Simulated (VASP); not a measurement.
Here is a VASP 6.6.1 calculation.

INCAR

```
SYSTEM = Pd
  PREC = Accurate
  ENCUT = 520
  EDIFF = 1E-6
  ISMEAR = -1
  SIGMA = 0.05
  LREAL = .FALSE.
  LASPH = .TRUE.
  NELM = 60
  ALGO = Normal
  ISIF = 2
  LWAVE = .FALSE.
  LCHARG = .FALSE.
  GGA = PE
  NBANDS = 39
```

Contents of KPOINTS:

```
Automatic mesh
0
G
  10 10 1
  0 0 0
```

Contents of POSCAR:

```
Pd
1.0
    2.7505039575      0.0000000000      0.0000000000
    0.0000000000      2.7505039575      0.0000000000
    0.0000000000      0.0000000000     24.7245000000
Pd
6
Direct
    0.5000000000      0.5000000000      0.3033428381
    0.0000000000      0.0000000000      0.3820057028
    0.5000000000      0.5000000000      0.4606685676
    0.0000000000      0.0000000000      0.5393314324
    0.5000000000      0.5000000000      0.6179942972
    0.0000000000      0.0000000000      0.6966571619
```

Potentials or basis: VASP PAW PBE potentials, release 64 (Pd).

Command:

```bash
$ cat potpaw_PBE.64/Pd/POTCAR > POTCAR
$ mpirun -np 1 vasp_std > vasp.out
```

Problem. Estimate the band gap on the k mesh.

Solution. Zero (bands 30 and 31 overlap by 0.94 eV).

Problem. Predict the largest force.

Solution. 0.210 eV/Å.

Forces in eV/Å, atoms in the order of the input:
```
Pd   0.000  0.000 -0.210
Pd   0.000  0.000 -0.074
Pd   0.000  0.000 -0.045
Pd   0.000  0.000  0.045
Pd   0.000  0.000  0.074
Pd   0.000  0.000  0.210
```

Caveat: there is no dipole correction, which matters where the two faces differ.
